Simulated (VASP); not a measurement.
# SrOs (Pm-3m) in VASP: settings compared, part 2 of 2

VASP 6.6.1. The steps go on from the part before.

**3. Single point, PBE (23.34 Å³/atom)**

This run uses another cell than the first one, of 23.34 Å³/atom.

Input file INCAR:

```
ALGO = Normal ; EDIFF = 1E-7
ENCUT = 520 ; GGA = PE
ISIF = 2 ; ISMEAR = 0
LASPH = T ; LCHARG = F
LREAL = F ; LWAVE = F
NBANDS = 16 ; NELM = 100
PREC = Accurate ; SIGMA = 0.05
```

Input file KPOINTS:

```
k-points
0
Gamma
  10 10 10
```

Input file POSCAR:

```
SrOs
1.0
    3.6003672161      0.0000000000      0.0000000000
    0.0000000000      3.6003672161      0.0000000000
    0.0000000000      0.0000000000      3.6003672161
Sr Os
1 1
Direct
    0.0000000000      0.0000000000      0.0000000000
    0.5000000000      0.5000000000      0.5000000000
```

Potentials or basis: VASP PAW PBE potentials, release 64 (Sr_sv, Os).

Launch:

```console
> cat potpaw_PBE.64/Sr_sv/POTCAR potpaw_PBE.64/Os/POTCAR > POTCAR
> mpirun -np 1 vasp_std > vasp.out
```

OUTCAR:

```text
EDIFF = 1E-7
   ENCUT = 520
   GGA = PE
   ISIF = 2
   ISMEAR = 0
   LASPH = T
   LREAL = F
   NELM = 100
   PREC = Accurate

 ion  position               nearest neighbor table
   1  0.000  0.000  0.000-   2 3.12   2 3.12   2 3.12   2 3.12   2 3.12   2 3.12   2 3.12   2 3.12

   2  0.500  0.500  0.500-   1 3.12   1 3.12   1 3.12   1 3.12   1 3.12   1 3.12   1 3.12   1 3.12

  LATTYP: Found a simple cubic cell.
 ALAT       =     3.6003672161

  Lattice vectors:

[... 641 lines left out ...]

 [... further k-points ...]

------------------------ aborting loop because EDIFF is reached ----------------------------------------

  FORCE on cell =-STRESS in cart. coord.  units (eV):
  Direction    XX          YY          ZZ          XY          YZ          ZX
  --------------------------------------------------------------------------------------
  -------------------------------------------------------------------------------------
  Total        0.0941068      0.0941068      0.0941068      0.0000000      0.0000000     -0.0000000
  in kB        3.2306604      3.2306604      3.2306604      0.0000000      0.0000000     -0.0000000
  external PRESSURE =       3.2306604 kB  Pullay stress =       0.0000000 kB

 VOLUME and BASIS-vectors are now :
 -----------------------------------------------------------------------------
  energy-cutoff  :      520.00
  volume of cell :       46.67
      direct lattice vectors                 reciprocal lattice vectors
     3.600367216  0.000000000  0.000000000     0.277749446  0.000000000  0.000000000
     0.000000000  3.600367216  0.000000000     0.000000000  0.277749446  0.000000000
     0.000000000  0.000000000  3.600367216     0.000000000  0.000000000  0.277749446

 POSITION                                       TOTAL-FORCE (eV/Angst)
 -----------------------------------------------------------------------------------
      0.00000      0.00000      0.00000         0.000000      0.000000      0.000000
      1.80018      1.80018      1.80018         0.000000      0.000000      0.000000
 -----------------------------------------------------------------------------------
    total drift:                                0.000000      0.000000      0.000000

  FREE ENERGIE OF THE ION-ELECTRON SYSTEM (eV)
  ---------------------------------------------------
  free  energy   TOTEN  =       -10.1921098927 eV

  energy  without entropy=      -10.1870460262  energy(sigma->0) =      -10.18957796
```

OSZICAR:

```text
N       E                     dE             d eps       ncg     rms          rms(c)
DAV:   1     0.858423373007E+02    0.85842E+02   -0.88112E+03  1792   0.107E+03
DAV:   2    -0.652926218179E+01   -0.92372E+02   -0.84167E+02  2216   0.258E+02
DAV:   3    -0.107345797842E+02   -0.42053E+01   -0.40442E+01  2576   0.426E+01
DAV:   4    -0.108742691176E+02   -0.13969E+00   -0.13955E+00  2344   0.693E+00
DAV:   5    -0.108767559363E+02   -0.24868E-02   -0.24867E-02  2624   0.826E-01    0.326E+01
DAV:   6    -0.103431403162E+02    0.53362E+00   -0.39132E+00  2520   0.111E+01    0.922E+00
DAV:   7    -0.102216955080E+02    0.12144E+00   -0.81843E-01  2320   0.589E+00    0.929E+00
DAV:   8    -0.101918938706E+02    0.29802E-01   -0.81908E-02  2224   0.209E+00    0.136E+00
DAV:   9    -0.101919778142E+02   -0.83944E-04   -0.38936E-03  2408   0.393E-01    0.361E-01
DAV:  10    -0.101921132824E+02   -0.13547E-03   -0.21191E-04  2304   0.114E-01    0.568E-02
DAV:  11    -0.101921110596E+02    0.22228E-05   -0.39829E-05  2680   0.537E-02    0.395E-02
DAV:  12    -0.101921099275E+02    0.11320E-05   -0.46361E-06  2456   0.150E-02    0.519E-03
DAV:  13    -0.101921098927E+02    0.34788E-07   -0.25150E-07  2288   0.362E-03
   1 F= -.10192110E+02 E0= -.10189578E+02  d E =-.506387E-02
```

stdout:

```text
POSCAR found type information on POSCAR SrOs
 POSCAR found :  2 types and       2 ions
 scaLAPACK will be used
 LDA part: xc-table for (Slater+PW92), standard interpolation
 POSCAR, INCAR and KPOINTS ok, starting setup
 FFT: planning ... GRIDC
 FFT: planning ... GRID_SOFT
 FFT: planning ... GRID
 WAVECAR not read
 entering main loop
```

It took 62 s on 1 thread of Intel Xeon 8259CL, shared host; peak memory 0.19 GiB.

Results:

```yaml
Free_energy: -10.1921 eV
Pressure: 0.3 GPa
Band_gap_on_the_k_mesh: zero (bands 9 and 10 overlap by 1.63 eV)
```

Levels at points of the mesh, in eV from the Fermi level:
```csv
k point,band 7,band 8,band 9,band 10,band 11,band 12
"(0.00, 0.00, 0.00)",-2.34,-0.02,-0.02,-0.02,4.88,4.88
"(0.50, 0.00, 0.00)",-0.76,-0.22,-0.22,0.28,1.30,2.98
"(0.50, 0.50, 0.00)",-0.98,-0.98,0.98,1.29,2.85,2.85
"(0.50, 0.50, 0.50)",-0.78,0.70,0.70,0.70,1.04,1.04
```

Caveat: spin-orbit coupling is left out, which moves the levels of the heavy elements.

**4. Single point, PBE**

This run uses another cell than the first one, of 23.34 Å³/atom.

Input file INCAR:

```
SYSTEM = SrOs
ALGO     = Normal         ! electronic algorithm
EDIFF    = 1E-6           ! SCF threshold, eV
ENCUT    = 520            ! plane-wave cutoff, eV
GGA      = PE             ! functional
ISIF     = 2              ! what is computed and relaxed
ISMEAR   = 0              ! smearing method
LASPH    = .True.         ! aspherical terms in the spheres
LCHARG   = .False.        ! write CHGCAR
LREAL    = .False.        ! projectors in reciprocal space
LWAVE    = .False.        ! write WAVECAR
NBANDS   = 16             ! bands
NELM     = 80             ! most SCF steps
PREC     = Accurate       ! precision mode
SIGMA    = 0.05           ! smearing width, eV
```

Input file KPOINTS:

```
k-points
0
Gamma
  10 10 10
  0 0 0
```

POSCAR is that of step 3.

Launch:

```console
> cat potpaw_PBE.64/Sr_sv/POTCAR potpaw_PBE.64/Os/POTCAR > POTCAR
> mpirun -np 1 vasp_std > vasp.out
```

Run time: 56 s. Hardware: 1 thread of Intel Xeon 8259CL, shared host; peak memory 0.19 GiB.

The run converged. Its results:

| Quantity | Value |
| --- | --- |
| Free energy | -10.1921 eV |
| Pressure | 0.3 GPa |
| Band gap on the k mesh | zero (bands 9 and 10 overlap by 1.63 eV) |

Levels at points of the mesh, in eV from the Fermi level:
```csv
k point,band 7,band 8,band 9,band 10,band 11,band 12
"(0.00, 0.00, 0.00)",-2.34,-0.02,-0.02,-0.02,4.88,4.88
"(0.50, 0.00, 0.00)",-0.76,-0.22,-0.22,0.28,1.30,2.98
"(0.50, 0.50, 0.00)",-0.98,-0.98,0.98,1.29,2.85,2.85
"(0.50, 0.50, 0.50)",-0.78,0.70,0.70,0.70,1.04,1.04
```

Caveat: spin-orbit coupling is left out, which moves the levels of the heavy elements.

**5. Single point, PBEsol**

This run uses another cell than the first one, of 23.34 Å³/atom.

Input file INCAR:

```
ALGO = Normal
EDIFF = 1E-6
ENCUT = 520
GGA = PS
ISIF = 2
ISMEAR = 0
LASPH = True
LCHARG = False
LREAL = False
LWAVE = False
NBANDS = 16
NELM = 80
PREC = Accurate
SIGMA = 0.05
```

Input file KPOINTS:

```
k-points
0
Gamma
  10 10 10
```

POSCAR is that of step 4.

Launch:

```console
> cat potpaw_PBE.64/Sr_sv/POTCAR potpaw_PBE.64/Os/POTCAR > POTCAR
> mpirun -np 1 vasp_std > vasp.out
```

Wall time 57 s (1 thread of Intel Xeon 8259CL, shared host); peak memory 0.19 GiB.

The run converged. Its results:

| Item | Value |
| --- | --- |
| Free energy | -11.2094 eV |
| Pressure | -3.8 GPa |
| Band gap on the k mesh | zero (bands 9 and 10 overlap by 1.60 eV) |

Levels at points of the mesh, in eV from the Fermi level:
| k point | band 6 | band 7 | band 8 | band 9 | band 10 | band 11 | band 12 | band 13 |
| --- | --- | --- | --- | --- | --- | --- | --- | --- |
| (0.00, 0.00, 0.00) | -2.36 | -2.36 | -0.01 | -0.01 | -0.01 | 4.87 | 4.87 | 8.33 |
| (0.50, 0.00, 0.00) | -1.59 | -0.80 | -0.21 | -0.21 | 0.29 | 1.28 | 2.95 | 4.49 |
| (0.50, 0.50, 0.00) | -2.09 | -0.97 | -0.97 | 0.96 | 1.26 | 2.85 | 2.85 | 5.56 |
| (0.50, 0.50, 0.50) | -0.77 | -0.77 | 0.69 | 0.69 | 0.69 | 1.01 | 1.01 | 2.92 |

Caveat: the cell stands under tension; the PAW data sets were made with another functional, which shifts forces and pressure a little; spin-orbit coupling is left out, which moves the levels of the heavy elements.

**6. Single point, LDA**

This run uses another cell than the first one, of 23.34 Å³/atom.

Input file INCAR:

```
PREC     = Accurate       # precision mode
ENCUT    = 520            # plane-wave cutoff, eV
EDIFF    = 1E-7           # SCF threshold, eV
ISMEAR   = 0              # smearing method
SIGMA    = 0.05           # smearing width, eV
LREAL    = False          # projectors in reciprocal space
LASPH    = True           # aspherical terms in the spheres
NELM     = 60             # most SCF steps
ALGO     = Normal         # electronic algorithm
ISIF     = 2              # what is computed and relaxed
LWAVE    = False          # write WAVECAR
LCHARG   = True           # write CHGCAR
GGA      = CA             # functional
LELF     = True           # ELF
LVHAR    = True         
NBANDS   = 16             # bands
```

Input file KPOINTS:

```
Automatic mesh
0
Gamma
  10 10 10
```

POSCAR is that of step 5.

Potentials or basis: VASP PAW LDA potentials, release 64 (Sr_sv, Os).

Launch:

```console
> cat potpaw_LDA.64/Sr_sv/POTCAR potpaw_LDA.64/Os/POTCAR > POTCAR
> mpirun -np 1 vasp_std > vasp.out
```

Wall time 60 s (1 thread of Intel Xeon 8259CL, shared host); peak memory 0.18 GiB.

The run converged. Its results:

| Item | Value |
| --- | --- |
| Free energy | -11.8147 eV |
| Pressure | -6.3 GPa |
| Band gap on the k mesh | zero (bands 9 and 10 overlap by 1.56 eV) |

Levels at points of the mesh, in eV from the Fermi level:
| k point | band 6 | band 7 | band 8 | band 9 | band 10 | band 11 | band 12 | band 13 |
| --- | --- | --- | --- | --- | --- | --- | --- | --- |
| (0.00, 0.00, 0.00) | -2.36 | -2.36 | -0.02 | -0.02 | -0.02 | 4.82 | 4.82 | 8.36 |
| (0.50, 0.00, 0.00) | -1.60 | -0.76 | -0.21 | -0.21 | 0.28 | 1.26 | 2.92 | 4.46 |
| (0.50, 0.50, 0.00) | -2.08 | -0.97 | -0.97 | 0.92 | 1.24 | 2.91 | 2.91 | 5.52 |
| (0.50, 0.50, 0.50) | -0.76 | -0.76 | 0.71 | 0.71 | 0.71 | 0.97 | 0.97 | 2.93 |

Caveat: the cell stands under tension; spin-orbit coupling is left out, which moves the levels of the heavy elements.

**7. The runs side by side**

```tsv
level	potentials or basis	cell	gap on the mesh (eV)	pressure (GPa)
PBE	VASP PAW PBE potentials, release 64 (Sr_sv, Os)	a = 3.576 Å, 2 atoms	none	1.7
PBE	VASP PAW PBE potentials, release 64 (Sr_sv, Os)	a = 3.600 Å, 2 atoms	none	0.3
PBEsol	VASP PAW PBE potentials, release 64 (Sr_sv, Os)	a = 3.600 Å, 2 atoms	none	-3.8
LDA	VASP PAW LDA potentials, release 64 (Sr_sv, Os)	a = 3.600 Å, 2 atoms	none	-6.3
```

Alike in all rows: task single point; no spin polarisation; k mesh 10 × 10 × 10; cutoff (eV) 520; smearing gaussian 0.05 eV.

Caveats: spin-orbit coupling is left out, which moves the levels of the heavy elements; the cell stands under tension (at least some runs); the PAW data sets were made with another functional, which shifts forces and pressure a little (at least some runs).

Absolute energies hang on the potentials; compare differences alone.
